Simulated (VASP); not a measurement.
# ScF3 (P4/mmm) in VASP: notebook

The runs below take ScF3 through electric field gradients, with LDA.

All numbers are computed with VASP 6.6.1; they aren't measurements. Logs are shortened: lines on timing, memory, paths and dates and some standing lists are left out, and cuts for length are marked.

### Step 1. The cell of the first run

It takes space group P4/mmm (No. 123, tetragonal). The conventional cell has a = 4.093 Å, b = 4.093 Å, c = 4.012 Å, α = 90.00°, β = 90.00°, γ = 90.00°. Sc (site symmetry 4/mmm) has 6 F at 2.01 to 2.05 Å within 2.7 Å. F (site symmetry mmm) has 2 Sc at 2.05 Å within 2.7 Å. F (site symmetry 4/mmm) has 2 Sc at 2.01 Å within 2.7 Å.

### Step 2. Electric field gradients, LDA (equal xx and yy strain of +2 %)

Contents of INCAR:

```
PREC     = Accurate       # precision mode
ENCUT    = 520            # plane-wave cutoff, eV
EDIFF    = 1E-8           # SCF threshold, eV
ISMEAR   = -1             # smearing method
SIGMA    = 0.02           # smearing width, eV
LREAL    = False          # projectors in reciprocal space
LASPH    = True           # aspherical terms in the spheres
NELM     = 80             # most SCF steps
ALGO     = Normal         # electronic algorithm
ISIF     = 2              # what is computed and relaxed
LWAVE    = False          # write WAVECAR
LCHARG   = False          # write CHGCAR
LEFG     = True         
NBANDS   = 24             # bands
```

Contents of KPOINTS:

```
Automatic mesh
0
Gamma
  6 6 6
```

Contents of POSCAR:

```
ScF3
1.0
    4.0926990000      0.0000000000      0.0000000000
    0.0000000000      4.0926990000      0.0000000000
    0.0000000000      0.0000000000      4.0124500000
Sc F
1 3
Direct
    0.0000000000      0.0000000000      0.0000000000
    0.5000000000      0.0000000000      0.0000000000
    0.0000000000      0.5000000000      0.0000000000
    0.0000000000      0.0000000000      0.5000000000
```

Potentials or basis: VASP PAW LDA potentials, release 64 (Sc_sv, F).

Started as:

```console
$ cat potpaw_LDA.64/Sc_sv/POTCAR potpaw_LDA.64/F/POTCAR > POTCAR
$ mpirun -np 1 vasp_std > vasp.out
```

OUTCAR:

```text
PREC = Accurate
   ENCUT = 520
   EDIFF = 1E-8
   ISMEAR = -1
   LREAL = False
   LASPH = True
   NELM = 80
   ISIF = 2

 ion  position               nearest neighbor table
   1  0.000  0.000  0.000-   4 2.01   4 2.01   2 2.05   3 2.05   3 2.05   2 2.05
   2  0.500  0.000  0.000-   1 2.05   1 2.05
   3  0.000  0.500  0.000-   1 2.05   1 2.05
   4  0.000  0.000  0.500-   1 2.01   1 2.01

  LATTYP: Found a simple tetragonal cell.
 ALAT       =     4.0926990000
 C/A-ratio  =     0.9803921569

  Lattice vectors:

 A1 = (   4.0926990000,   0.0000000000,   0.0000000000)
 A2 = (   0.0000000000,   4.0926990000,   0.0000000000)
 A3 = (   0.0000000000,   0.0000000000,   4.0124500000)

Analysis of symmetry for initial positions (statically):
=====================================================================
 Subroutine PRICEL returns:
 Original cell was already a primitive cell.

 Routine SETGRP: Setting up the symmetry group for a
 simple tetragonal supercell.

 Subroutine GETGRP returns: Found 16 space group operations
 (whereof 16 operations were pure point group operations)
 out of a pool of 16 trial point group operations.

The static configuration has the point symmetry D_4h.

Analysis of symmetry for dynamics (positions and initial velocities):
=====================================================================
 Subroutine PRICEL returns:
 Original cell was already a primitive cell.

 Routine SETGRP: Setting up the symmetry group for a
 simple tetragonal supercell.

 Subroutine GETGRP returns: Found 16 space group operations
 (whereof 16 operations were pure point group operations)
 out of a pool of 16 trial point group operations.

The dynamic configuration has the point symmetry D_4h.

 Subroutine INISYM returns: Found 16 space group operations
 (whereof 16 operations are pure point group operations),
 and found     1 'primitive' translations

----------------------------------------------------------------------------------------

                                     Primitive cell

  volume of cell :      67.2093

  direct lattice vectors                    reciprocal lattice vectors
     4.092699000  0.000000000  0.000000000     0.244337539  0.000000000  0.000000000
     0.000000000  4.092699000  0.000000000     0.000000000  0.244337539  0.000000000
     0.000000000  0.000000000  4.012450000     0.000000000  0.000000000  0.249224289

  length of vectors
     4.092699000  4.092699000  4.012450000     0.244337539  0.244337539  0.249224289

  position of ions in fractional coordinates (direct lattice)
     0.000000000  0.000000000  0.000000000
     0.500000000  0.000000000  0.000000000
     0.000000000  0.500000000  0.000000000
     0.000000000  0.000000000  0.500000000

  ion indices of the primitive-cell ions
   primitive index   ion index
                 1           1
                 2           2
                 3           3
                 4           4

----------------------------------------------------------------------------------------

 KPOINTS: Automatic mesh

Automatic generation of k-mesh.
 Grid dimensions read from file:
 generate k-points for:    6    6    6

 Generating k-lattice:

  Cartesian coordinates                     Fractional coordinates (reciprocal lattice)
     0.040722923  0.000000000  0.000000000     0.166666667  0.000000000  0.000000000
     0.000000000  0.040722923  0.000000000     0.000000000  0.166666667  0.000000000
     0.000000000  0.000000000  0.041537382     0.000000000  0.000000000  0.166666667

  Length of vectors
     0.040722923  0.040722923  0.041537382

  Shift w.r.t. Gamma in fractional coordinates (k-lattice)
     0.000000000  0.000000000  0.000000000

 Subroutine IBZKPT returns following result:
 ===========================================

 Found     40 irreducible k-points:

 Following reciprocal coordinates:
            Coordinates               Weight
  0.000000  0.000000  0.000000      1.000000
  0.166667  0.000000  0.000000      4.000000
  0.333333  0.000000  0.000000      4.000000
  0.500000  0.000000  0.000000      2.000000
  0.166667  0.166667  0.000000      4.000000
  0.333333  0.166667  0.000000      8.000000
[... 16 lines left out ...]
  0.333333  0.000000  0.333333      8.000000
  0.500000  0.000000  0.333333      4.000000
 [... further k-points ...]
   k-points           NKPTS =     40   k-points in BZ     NKDIM =     40   number of bands    NBANDS=     24
   number of dos      NEDOS =    301   number of ions     NIONS =      4
   total plane-waves  NPLWV =  27000
   dimension x,y,z NGX =    30 NGY =   30 NGZ =   30
   dimension x,y,z NGXF=    60 NGYF=   60 NGZF=   60
   ions per type =               1   3
   NGX,Y,Z   is equivalent  to a cutoff of  12.19, 12.19, 12.43 a.u.
   NGXF,Y,Z  is equivalent  to a cutoff of  24.37, 24.37, 24.86 a.u.
 SYSTEM =  unknown system
   PREC   = accura    normal or accurate (medium, high low for compatibility)
   ISTART =      0    job   : 0-new  1-cont  2-samecut
   ICHARG =      2    charge: 1-file 2-atom 10-const
   ISPIN  =      1    spin polarized calculation?
   LNONCOLLINEAR =      F non collinear calculations
   LSORBIT =      F    spin-orbit coupling
   LASPH  =      T    aspherical Exc in radial PAW
   ENCUT  =  520.0 eV  38.22 Ry    6.18 a.u.   7.61  7.61  7.46*2*pi/ulx,y,z
   NELM   =     80;   NELMIN=  2; NELMDL= -5     # of ELM steps
   EDIFF  = 0.1E-07   stopping-criterion for ELM
   LREAL  =      F    real-space projection
   EDIFFG = 0.1E-06   stopping-criterion for IOM
   NSW    =      0    number of steps for IOM
   IBRION =     -1    ionic relax: 0-MD 1-quasi-New 2-CG
   NFREE  =      0    steps in history (QN), initial steepest desc. (CG)
   ISIF   =      2    stress and relaxation
   ISYM   =      2    0-nonsym 1-usesym 2-fastsym
   POTIM  = 0.5000    time-step for ionic-motion
   TEBEG  =    0.0;   TEEND  =   0.0 temperature during run
   PSTRESS=    0.0 pullay stress
   NELECT =      32.0000    total number of electrons
   NUPDOWN=      -1.0000    fix difference up-down
   EMIN   =  10.00;   EMAX   =-10.00  energy-range for DOS
   EFERMI =   0.00;   METHOD = LEGACY
   ISMEAR =    -1;   SIGMA  =   0.02  broadening in eV -4-tet -1-fermi 0-gaus
   EFERMI_NEDOS =   21; number of points for ismear=-14 and -15
   IALGO  =     38    algorithm
   IMIX   =      4    mixing-type and parameters
     AMIX     =   0.40;   BMIX     =  1.00
     AMIX_MAG =   1.60;   BMIX_MAG =  1.00
  volume/ion in A,a.u.               =      16.80       113.39
  Fermi-wavevector in a.u.,A,eV,Ry     =   1.278346  2.415724 22.234211  1.634168
  Thomas-Fermi vector in A             =   2.410894
   LORBIT       =      0    0 simple, 1 ext, 2 COOP (PROOUT), +10 PAW based schemes
   GGA     = CA    functional components
   LHFCALC =     F    Hartree Fock is set to
   AEXX    =    0.0000 exact exchange contribution
   IVDW    =     0    specifies the selected vdW correction
   LEPSILON=     F    determine dielectric tensor
   LRPA    =     F    only Hartree local field effects (RPA)
 non-spin polarized calculation
  energy-cutoff  :      520.00
  volume of cell :       67.21
 maximum number of plane-waves:      1824
   NGX = 15   NGY = 15   NGZ = 15

 number of electron      31.9999969 magnetization

 Free energy of the ion-electron system (eV)
  ---------------------------------------------------
  ext. energy  EPLUGINS =         0.00000000
  ---------------------------------------------------
  free energy    TOTEN  =       -29.50545684 eV

  energy without entropy =      -29.50545684  energy(sigma->0) =      -29.50545684

 E-fermi :  -3.4738     XC(G=0):  -8.6976

 val. band max:       -3.9677925880   @ k =   0.5000   0.5000   0.5000
 cond. band min:       1.9451086204   @ k =   0.0000   0.0000   0.0000
 fundamental gap:      5.9129012083
 Fermi energy:        -3.4738050799

 k-point     1 :       0.0000    0.0000    0.0000
  band No.  band energies     occupation
      1     -49.5830      2.00000
      2     -28.6175      2.00000
      3     -28.5705      2.00000
      4     -28.5705      2.00000
      5     -23.7041      2.00000
      6     -23.3624      2.00000
[... 637 lines left out ...]
     23       7.8681      0.00000
     24       9.7611      0.00000

 [... further k-points ...]

------------------------ aborting loop because EDIFF is reached ----------------------------------------

  FORCE on cell =-STRESS in cart. coord.  units (eV):
  Direction    XX          YY          ZZ          XY          YZ          ZX
  --------------------------------------------------------------------------------------
  -------------------------------------------------------------------------------------
  Total       -2.9943958     -2.9943958     -1.2180064      0.0000000      0.0000000      0.0000000
  in kB      -71.3823005    -71.3823005    -29.0356072      0.0000000      0.0000000      0.0000000
  external PRESSURE =     -57.2667360 kB  Pullay stress =       0.0000000 kB

 VOLUME and BASIS-vectors are now :
 -----------------------------------------------------------------------------
  energy-cutoff  :      520.00
  volume of cell :       67.21
      direct lattice vectors                 reciprocal lattice vectors
     4.092699000  0.000000000  0.000000000     0.244337539  0.000000000  0.000000000
     0.000000000  4.092699000  0.000000000     0.000000000  0.244337539  0.000000000
     0.000000000  0.000000000  4.012450000     0.000000000  0.000000000  0.249224289

 POSITION                                       TOTAL-FORCE (eV/Angst)
 -----------------------------------------------------------------------------------
      0.00000      0.00000      0.00000         0.000000      0.000000      0.000000
      2.04635      0.00000      0.00000         0.000000      0.000000      0.000000
      0.00000      2.04635      0.00000         0.000000      0.000000      0.000000
      0.00000      0.00000      2.00623         0.000000      0.000000      0.000000
 -----------------------------------------------------------------------------------
    total drift:                                0.000000      0.000000      0.000000

  FREE ENERGIE OF THE ION-ELECTRON SYSTEM (eV)
  ---------------------------------------------------
  free  energy   TOTEN  =       -29.5054568438 eV

  energy  without entropy=      -29.5054568438  energy(sigma->0) =      -29.50545684

 Electric field gradients (V/A^2)
---------------------------------------------------------------------
 ion       V_xx      V_yy      V_zz      V_xy      V_xz      V_yz
---------------------------------------------------------------------
   1       7.095     7.095   -14.189     0.000    -0.000    -0.000
   2      64.273   -31.655   -32.618     0.000     0.000    -0.000
   3     -31.655    64.273   -32.618    -0.000     0.000     0.000
   4     -28.437   -28.437    56.874    -0.000     0.000     0.000
---------------------------------------------------------------------

 Electric field gradients after diagonalization (V/A^2)
 (convention: |V_zz| > |V_xx| > |V_yy|)
----------------------------------------------------------------------
 ion       V_xx      V_yy      V_zz     asymmetry (V_yy - V_xx)/ V_zz
----------------------------------------------------------------------
   1       7.095     7.095   -14.189       0.000
   2     -32.618   -31.655    64.273       0.015
   3     -32.618   -31.655    64.273       0.015
   4     -28.437   -28.437    56.874       0.000
----------------------------------------------------------------------

           NMR quadrupolar parameters

 Cq : quadrupolar parameter    Cq=e*Q*V_zz/h
 eta: asymmetry parameters     (V_yy - V_xx)/ V_zz
 Q  : nuclear electric quadrupole moment in mb (millibarn)
----------------------------------------------------------------------
 ion       Cq(MHz)       eta       Q (mb)
----------------------------------------------------------------------
   1      -0.034       0.000       1.000
   2       0.155       0.015       1.000
   3       0.155       0.015       1.000
   4       0.138       0.000       1.000
----------------------------------------------------------------------
```

Wall time 96 s (1 thread of Intel Xeon Platinum 8375C at 2.90GHz (Ice Lake), shared host); peak memory 0.18 GiB.

Results:

```yaml
Free_energy: -29.5055 eV
Pressure: -5.7 GPa
Band_gap_on_the_k_mesh: 5.91 eV, indirect (least direct gap 6.44 eV)
```

Levels at points of the mesh, in eV from the valence-band top:
| k point | band 13 | band 14 | band 15 | band 16 | band 17 | band 18 | band 19 | band 20 |
| --- | --- | --- | --- | --- | --- | --- | --- | --- |
| (0.00, 0.00, 0.00) | -0.57 | -0.53 | -0.53 | -0.53 | 5.91 | 5.91 | 5.92 | 7.40 |
| (0.50, 0.00, 0.00) | -1.06 | -0.74 | -0.70 | -0.54 | 5.95 | 6.73 | 6.74 | 7.57 |
| (0.50, 0.50, 0.00) | -1.15 | -1.04 | -1.04 | -0.01 | 6.76 | 6.76 | 7.36 | 8.26 |
| (0.00, 0.00, 0.50) | -1.18 | -0.66 | -0.51 | -0.51 | 5.96 | 6.83 | 6.83 | 7.49 |
| (0.50, 0.00, 0.50) | -1.05 | -0.90 | -0.88 | -0.10 | 6.78 | 6.86 | 7.43 | 8.12 |
| (0.50, 0.50, 0.50) | -2.11 | -0.09 | -0.09 | 0.00 | 7.40 | 7.47 | 7.47 | 10.09 |

Electric field gradients, principal values (V/Å²):
```csv
atom,least,middle,greatest (by size)
1 Sc,7.095,7.095,-14.189
2 F,-31.655,-32.618,64.273
3 F,-31.655,-32.618,64.273
4 F,-28.437,-28.437,56.874
```

Caveat: the cell differs from its parent crystal (equal xx and yy strain of +2 %); without QUAD_EFG the Cq values of the log hold for a quadrupole moment of 1 mb, not for the nuclei.

[end of part 1 of 2]
